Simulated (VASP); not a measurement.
A run of VASP 6.6.1:

POSCAR

```
BaTiO3
1.0
    3.9468269200      0.0000000000      0.0000000000
    0.0000000000      7.8936538400      0.0000000000
    0.0000000000      0.0000000000      3.9637000300
Ba Ti O
2 2 6
Direct
    0.0000000000      0.0000000000      0.0000000000
    0.0000000000      0.5000000000      0.0000000000
    0.5000000000      0.2500000000      0.4820000000
    0.5000000000      0.7500000000      0.4820000000
    0.5000000000      0.2500000000      0.0160000000
    0.5000000000      0.7500000000      0.0160000000
    0.5000000000      0.0000000000      0.5150000000
    0.5000000000      0.5000000000      0.5150000000
    0.0000000000      0.2500000000      0.5150000000
    0.0000000000      0.7500000000      0.5150000000
```

INCAR.step1

```
ALGO = Normal
EDIFF = 1E-4
ENCUT = 520
GGA = PE
ISMEAR = -1
ISPIN = 2
LASPH = T
LCHARG = F
LMAXMIX = 4
LREAL = F
LWAVE = T
MAGMOM = 0 0 0 0 0 0 0 0 0 0
NBANDS = 55
NELM = 150
PREC = Accurate
SIGMA = 0.1
```

INCAR.step2

```
ALGO = Normal
EDIFF = 1E-6
ENCUT = 520
ISIF = 2
ISMEAR = -1
ISPIN = 2
ISTART = 1
LASPH = T
LCHARG = F
LMAXMIX = 4
LMIXTAU = T
LORBIT = 11
LREAL = F
LWAVE = F
MAGMOM = 0 0 0 0 0 0 0 0 0 0
METAGGA = R2SCAN
NBANDS = 55
NELM = 150
PREC = Accurate
SIGMA = 0.1
```

Contents of KPOINTS:

```
Automatic mesh
0
Gamma
  5 3 5
  0.5 0 0.5
```

Potentials or basis: VASP PAW PBE potentials, release 64 (Ba_sv, Ti_sv, O).

Command:

```console
$ cat potpaw_PBE.64/Ba_sv/POTCAR potpaw_PBE.64/Ti_sv/POTCAR potpaw_PBE.64/O/POTCAR > POTCAR
$ cp INCAR.step1 INCAR
$ mpirun -np 1 vasp_std > vasp.out
$ cp INCAR.step2 INCAR
$ mpirun -np 1 vasp_std > vasp.out
```

Hardware: 1 thread of Intel(R) Xeon(R) Platinum 8488C (Sapphire Rapids), with other jobs on the host.

Question: How long does it take, and how much memory?

Answer: It took 12 min on 1 thread of Intel(R) Xeon(R) Platinum 8488C (Sapphire Rapids), with other jobs on the host, peak memory 0.4 GiB. Counts: k points 18.
